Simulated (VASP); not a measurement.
# WS (Pm-3m) in VASP: notebook

The runs below take WS through single point, with PBE, PBE0, PBEsol-based global hybrid with 25 % exact exchange.

Program: VASP 6.6.1. These are calculated values, not measurements. Logs are shortened: lines on timing, memory, paths and dates and some standing lists are left out, and cuts for length are marked.

## (1) The cell of the first run

Symmetry: Pm-3m, No. 221, cubic system. Conventional cell: a = 3.445 Å, b = 3.445 Å, c = 3.445 Å, α = 90.00°, β = 90.00°, γ = 90.00°. Within 3.9 Å of W (site symmetry m-3m) lie 8 S at 2.98 Å and 6 W at 3.44 Å. Within 3.9 Å of S (site symmetry m-3m) lie 8 W at 2.98 Å and 6 S at 3.44 Å.

## (2) Single point, PBE, non-collinear spin, zero start, spin-orbit coupling

Contents of INCAR:

```
SYSTEM = WS
PREC = Accurate ; ENCUT = 520
EDIFF = 1E-6 ; ISMEAR = -1
SIGMA = 0.005 ; LREAL = .FALSE.
LASPH = .TRUE. ; NELM = 150
ALGO = Normal ; ISIF = 2
LWAVE = .FALSE. ; LCHARG = .FALSE.
LNONCOLLINEAR = .TRUE. ; MAGMOM = 0 0 0 0 0 0
LORBIT = 11 ; LSORBIT = .TRUE.
GGA_COMPAT = .FALSE. ; LORBMOM = .TRUE.
LMAXMIX = 4 ; GGA = PE
NBANDS = 32
```

Contents of KPOINTS:

```
Automatic mesh
0
G
  7 7 7
  0 0 0
```

Contents of POSCAR:

```
WS
1.0
    3.4448484800      0.0000000000      0.0000000000
    0.0000000000      3.4448484800      0.0000000000
    0.0000000000      0.0000000000      3.4448484800
W S
1 1
Direct
    0.5000000000      0.5000000000      0.5000000000
    0.0000000000      0.0000000000      0.0000000000
```

Potentials or basis: VASP PAW PBE potentials, release 64 (W_sv, S).

The run is started by

```console
> cat potpaw_PBE.64/W_sv/POTCAR potpaw_PBE.64/S/POTCAR > POTCAR
> mpirun -np 1 vasp_ncl > vasp.out
```

OUTCAR:

```text
SYSTEM = WS
   PREC = Accurate
   ENCUT = 520
   EDIFF = 1E-6
   ISMEAR = -1
   LREAL = .FALSE.
   LASPH = .TRUE.
   NELM = 150
   ISIF = 2
   LNONCOLLINEAR = .TRUE.
   LORBIT = 11
   LSORBIT = .TRUE.
   GGA = PE

 ion  position               nearest neighbor table
   1  0.500  0.500  0.500-   2 2.98   2 2.98   2 2.98   2 2.98   2 2.98   2 2.98   2 2.98   2 2.98

   2  0.000  0.000  0.000-   1 2.98   1 2.98   1 2.98   1 2.98   1 2.98   1 2.98   1 2.98   1 2.98

  LATTYP: Found a simple cubic cell.
 ALAT       =     3.4448484800

  Lattice vectors:

 A1 = (   3.4448484800,   0.0000000000,   0.0000000000)
 A2 = (   0.0000000000,   3.4448484800,   0.0000000000)
 A3 = (   0.0000000000,   0.0000000000,   3.4448484800)

Analysis of symmetry for initial positions (statically):
=====================================================================
 Subroutine PRICEL returns:
 Original cell was already a primitive cell.

 Routine SETGRP: Setting up the symmetry group for a
 simple cubic supercell.

 Subroutine GETGRP returns: Found 48 space group operations
 (whereof 48 operations were pure point group operations)
 out of a pool of 48 trial point group operations.

The static configuration has the point symmetry O_h .

Analysis of symmetry for dynamics (positions and initial velocities):
=====================================================================
 Subroutine PRICEL returns:
 Original cell was already a primitive cell.

 Routine SETGRP: Setting up the symmetry group for a
 simple cubic supercell.

 Subroutine GETGRP returns: Found 48 space group operations
 (whereof 48 operations were pure point group operations)
 out of a pool of 48 trial point group operations.

The dynamic configuration has the point symmetry O_h .

Analysis of structural, dynamic, and magnetic symmetry:
=====================================================================
 Subroutine PRICEL returns:
 Original cell was already a primitive cell.

 Routine SETGRP: Setting up the symmetry group for a
 simple cubic supercell.

 Subroutine GETGRP returns: Found 48 space group operations
 (whereof 48 operations were pure point group operations)
 out of a pool of 48 trial point group operations.

The overall configuration has the point symmetry O_h .

 Subroutine INISYM returns: Found 48 space group operations
 (whereof 48 operations are pure point group operations),
 and found     1 'primitive' translations

----------------------------------------------------------------------------------------

                                     Primitive cell

  volume of cell :      40.8800

  direct lattice vectors                    reciprocal lattice vectors
[... 865 lines left out ...]

  FREE ENERGIE OF THE ION-ELECTRON SYSTEM (eV)
  ---------------------------------------------------
  free  energy   TOTEN  =       -15.2461985844 eV

  energy  without entropy=      -15.2452130167  energy(sigma->0) =      -15.24570580

 orbital moment (x)

 # of ion     p       d       tot
 ----------------------------------------
  1         0.000   0.000   0.000
  2         0.000   0.000   0.000
 ----------------------------------------
            0.000   0.000   0.000

 orbital moment (y)

 # of ion     p       d       tot
 ----------------------------------------
  1         0.000  -0.000  -0.000
  2        -0.000   0.000  -0.000
 ----------------------------------------
           -0.000  -0.000  -0.000

 orbital moment (z)

 # of ion     p       d       tot
 ----------------------------------------
  1         0.000   0.000   0.000
  2         0.000   0.000   0.000
 ----------------------------------------
            0.000   0.000   0.000

 Spin-Orbit-Coupling matrix elements

 Ion:    1  E_soc:     -1.8713963
 l=   1
     0.0000000    -0.2295256    -0.2295256
    -0.2295256     0.0000000    -0.2295256
    -0.2295256    -0.2295256     0.0000000
 l=   2
     0.0000000    -0.0202364     0.0000000    -0.0202364    -0.0621374
    -0.0202364     0.0000000    -0.0466031    -0.0202364    -0.0155344
     0.0000000    -0.0466031     0.0000000    -0.0466031     0.0000000
    -0.0202364    -0.0202364    -0.0466031     0.0000000    -0.0155344
    -0.0621374    -0.0155344     0.0000000    -0.0155344     0.0000000
 l=   3
     0.0000000     0.0000000     0.0000000     0.0000000     0.0000000     0.0000000     0.0000000
     0.0000000     0.0000000     0.0000000     0.0000000     0.0000000     0.0000000     0.0000000
     0.0000000     0.0000000     0.0000000     0.0000000     0.0000000     0.0000000     0.0000000
     0.0000000     0.0000000     0.0000000     0.0000000     0.0000000     0.0000000     0.0000000
     0.0000000     0.0000000     0.0000000     0.0000000     0.0000000     0.0000000     0.0000000
     0.0000000     0.0000000     0.0000000     0.0000000     0.0000000     0.0000000     0.0000000
     0.0000000     0.0000000     0.0000000     0.0000000     0.0000000     0.0000000     0.0000000

 Ion:    2  E_soc:     -0.0020133
 l=   1
     0.0000000    -0.0003355    -0.0003355
    -0.0003355     0.0000000    -0.0003355
    -0.0003355    -0.0003355     0.0000000
 l=   2
     0.0000000     0.0000000     0.0000000     0.0000000     0.0000000
     0.0000000     0.0000000     0.0000000     0.0000000     0.0000000
     0.0000000     0.0000000     0.0000000     0.0000000     0.0000000
     0.0000000     0.0000000     0.0000000     0.0000000     0.0000000
     0.0000000     0.0000000     0.0000000     0.0000000     0.0000000
 l=   3
     0.0000000     0.0000000     0.0000000     0.0000000     0.0000000     0.0000000     0.0000000
     0.0000000     0.0000000     0.0000000     0.0000000     0.0000000     0.0000000     0.0000000
     0.0000000     0.0000000     0.0000000     0.0000000     0.0000000     0.0000000     0.0000000
     0.0000000     0.0000000     0.0000000     0.0000000     0.0000000     0.0000000     0.0000000
     0.0000000     0.0000000     0.0000000     0.0000000     0.0000000     0.0000000     0.0000000
     0.0000000     0.0000000     0.0000000     0.0000000     0.0000000     0.0000000     0.0000000
     0.0000000     0.0000000     0.0000000     0.0000000     0.0000000     0.0000000     0.0000000

 total charge

# of ion       s       p       d       tot
------------------------------------------
    1        2.255   6.078   3.173  11.507
    2        1.368   2.137   0.000   3.505
--------------------------------------------------
tot          3.623   8.216   3.173  15.012

 magnetization (x)

# of ion       s       p       d       tot
------------------------------------------
    1        0.000   0.000   0.000   0.000
    2        0.000   0.000   0.000   0.000
--------------------------------------------------
tot          0.000   0.000   0.000   0.000

 magnetization (y)

# of ion       s       p       d       tot
------------------------------------------
    1        0.000   0.000   0.000   0.000
    2       -0.000   0.000   0.000  -0.000
--------------------------------------------------
tot         -0.000   0.000   0.000   0.000

 magnetization (z)

# of ion       s       p       d       tot
------------------------------------------
    1        0.000   0.000   0.000   0.000
    2       -0.000   0.000   0.000  -0.000
--------------------------------------------------
tot         -0.000   0.000   0.000  -0.000
```

OSZICAR:

```text
N       E                     dE             d eps       ncg     rms          rms(c)
DAV:   1     0.196983137938E+03    0.19698E+03   -0.10900E+04  1336   0.126E+03
DAV:   2    -0.587904101185E+01   -0.20286E+03   -0.19558E+03  1432   0.383E+02
DAV:   3    -0.161331726685E+02   -0.10254E+02   -0.98901E+01  1576   0.821E+01
DAV:   4    -0.163335352545E+02   -0.20036E+00   -0.19996E+00  1456   0.121E+01
DAV:   5    -0.163370640032E+02   -0.35287E-02   -0.35282E-02  1592   0.165E+00    0.119E+01
DAV:   6    -0.153414355402E+02    0.99563E+00   -0.29206E+00  1440   0.143E+01    0.409E+00
DAV:   7    -0.152598137791E+02    0.81622E-01   -0.21444E-01  1440   0.342E+00    0.214E+00
DAV:   8    -0.152461017638E+02    0.13712E-01   -0.63909E-02  1440   0.164E+00    0.591E-01
DAV:   9    -0.152460815521E+02    0.20212E-04   -0.11800E-03  1520   0.272E-01    0.272E-01
DAV:  10    -0.152461229291E+02   -0.41377E-04   -0.24302E-04  1472   0.160E-01    0.131E-01
DAV:  11    -0.152461946226E+02   -0.71694E-04   -0.15787E-04  1360   0.134E-01    0.236E-02
DAV:  12    -0.152461987757E+02   -0.41531E-05   -0.11263E-05  1440   0.359E-02    0.561E-03
DAV:  13    -0.152461985844E+02    0.19124E-06   -0.59931E-07   952   0.815E-03
   1 F= -.15246199E+02 E0= -.15245706E+02  d E =-.985568E-03  mag=    -0.0000     0.0000     0.0000
```

stdout:

```text
POSCAR found type information on POSCAR W S
 POSCAR found :  2 types and       2 ions
 scaLAPACK will be used
 LDA part: xc-table for (Slater+PW92), standard interpolation
 POSCAR, INCAR and KPOINTS ok, starting setup
 FFT: planning ... GRIDC
 FFT: planning ... GRID_SOFT
 FFT: planning ... GRID
 WAVECAR not read
 entering main loop
```

It took 29 s on 1 thread of Intel Xeon Platinum 8488C (Sapphire Rapids), shared host; peak memory 0.26 GiB.

What came out:

```yaml
Free_energy: -15.2462 eV
Pressure: -33.8 GPa
Net_moment: 0.00 μB per cell
Valence_electrons_inside_the_program's_atomic_spheres: W 11.51; S 3.50
```

Moments on the atoms (μB; x, y, z):
```
W   0.00 0.00 0.00
S   0.00 0.00 0.00
```

Caveat: the cell stands under tension.

[end of part 1 of 2]
